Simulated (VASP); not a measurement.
**ZnSe: single point with PBE**

ZnSe:

```
Zn Se
1.0
     0.00000    2.83244    2.83244
     2.83244    0.00000    2.83244
     2.83244    2.83244    0.00000
Zn Se
1 1
Cartesian
  0.0000 0.0000 0.0000
  4.2487 4.2487 4.2487
```

| Quantity | Value |
| --- | --- |
| Program | VASP 6.6.1 |
| Task | single point |
| Functional | PBE |
| Potentials or basis | VASP PAW PBE potentials, release 64 (Zn, Se) |
| Cutoff | 500 eV |
| k mesh | 6 × 6 × 6 |
| Occupations | gaussian, width 0.69 eV |
| Spin | no spin polarisation |
| Dipole correction | no |
| Further INCAR settings | ALGO = Normal; EDIFF = 1e-06; NBANDS = 16 |

| Quantity | Value |
| --- | --- |
| Pressure | 2.5 GPa |
| Band gap on the k mesh | 1.29 eV, direct |

Levels at points of the mesh, in eV from the valence-band top:
| k point | band 5 | band 6 | band 7 | band 8 | band 9 | band 10 | band 11 | band 12 | band 13 | band 14 |
| --- | --- | --- | --- | --- | --- | --- | --- | --- | --- | --- |
| (0.00, 0.00, 0.00) | -6.18 | -6.18 | 0.00 | 0.00 | 0.00 | 1.29 | 5.80 | 5.80 | 5.80 | 9.93 |
| (0.50, 0.00, 0.00) | -6.16 | -6.02 | -5.24 | -0.87 | -0.87 | 2.54 | 6.38 | 6.38 | 8.58 | 10.98 |
| (0.50, 0.50, 0.00) | -6.13 | -6.00 | -4.76 | -2.19 | -2.19 | 2.98 | 3.46 | 10.75 | 11.26 | 11.26 |

Wall time 19 s on 1 thread of AMD EPYC 7R13, with other jobs on the host, peak memory 0.14 GiB.

As with any semilocal functional, this PBE gap is likely too small.
